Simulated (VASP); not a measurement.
A run of VASP 6.6.1:

The input INCAR:

```
PREC = Accurate
ENCUT = 520
EDIFF = 1E-6
ISMEAR = 0
SIGMA = 0.1
LREAL = False
LASPH = True
NELM = 100
ALGO = Fast
ISIF = 2
LWAVE = False
LCHARG = False
GGA = PE
NBANDS = 15
```

File KPOINTS:

```
Automatic mesh
0
Gamma
  30 30 30
```

File POSCAR:

```
Fe
1.0
   -1.2420267646      1.2420267646      3.6734383689
    1.2420267646     -1.2420267646      3.6734383689
    1.2420267646      1.2420267646     -3.6734383689
Fe
2
Direct
    0.8515638450      0.8515638450      0.0000000000
    0.1484361550      0.1484361550      0.0000000000
```

Potentials or basis: VASP PAW PBE potentials, release 64 (Fe).

The run is started by

```console
$ cat potpaw_PBE.64/Fe/POTCAR > POTCAR
$ mpirun -np 1 vasp_std > vasp.out
```

Hardware: 1 thread of Intel(R) Xeon(R) Platinum 8488C (Sapphire Rapids), on a shared host.

Problem. Estimate the wall time of this run.

Solution. Wall time 15 min on 1 thread of Intel(R) Xeon(R) Platinum 8488C (Sapphire Rapids) (shared host), peak memory 0.68 GiB. Counts: scf iterations 15, k points 1992.
